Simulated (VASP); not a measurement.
Ga2BAs3: single point with PBE

The system is Ga2BAs3.

```
Ga B As
1.0
    -1.90014    1.90014    8.06162
     1.90014   -1.90014    8.06162
     1.90014    1.90014   -8.06162
Ga B As
2 1 3
Cartesian
  0.0000 0.0000 10.7488
  0.0000 0.0000 5.3744
  0.0000 0.0000 0.0000
  0.0000 1.9001 1.3436
  1.9001 0.0000 4.0308
  0.0000 1.9001 6.7180
```

```json
{
  "Program": "VASP 6.6.1",
  "Task": "single point",
  "Functional": "PBE",
  "Potentials or basis": "VASP PAW PBE potentials, release 64 (Ga_d, B, As)",
  "Cutoff": "520 eV",
  "k mesh": "6 × 6 × 6",
  "Occupations": "gaussian, width 0.1 eV",
  "Spin": "no spin polarisation",
  "Dipole correction": "no",
  "Further INCAR settings": "ALGO = Normal; EDIFF = 1e-06; NBANDS = 31"
}
```

```json
{"Pressure": "6.1 GPa", "Largest force": "3.208 eV/Å", "Band gap on the k mesh": "0.91 eV"}
```

Forces on the atoms (eV/Å):
```
Ga   0.000  0.000 -0.238
Ga   0.000  0.000  0.238
B    0.000  0.000  0.000
As   0.000  0.000 -3.208
As   0.000  0.000  0.000
As   0.000  0.000  3.208
```

Stress tensor (GPa, compression positive):
```
6.34 0.00 0.00
0.00 6.34 0.00
0.00 0.00 5.57
```

Levels at points of the mesh, in eV from the valence-band top:
```tsv
k point	band 19	band 20	band 21	band 22	band 23	band 24	band 25	band 26
(0.00, 0.00, 0.00)	-2.60	-0.10	0.00	0.00	0.91	1.42	1.78	2.59
(0.50, 0.00, 0.00)	-1.61	-1.47	-1.41	-1.27	1.11	2.48	2.94	3.99
(0.50, 0.50, 0.00)	-3.82	-3.74	-3.15	-3.15	1.25	1.42	3.29	3.29
(0.50, 0.50, 0.50)	-1.41	-1.41	-1.11	-1.11	1.29	1.45	2.04	2.28
```

Run time: 5.3 min on 1 thread of Intel(R) Xeon(R) Platinum 8488C (Sapphire Rapids), on a shared host, peak memory 0.62 GiB.

Caveat: the cell stands under pressure; forces of over 1 eV/Å act on the atoms, so gaps and moduli don't describe the material at rest. A k mesh can miss the band edges.
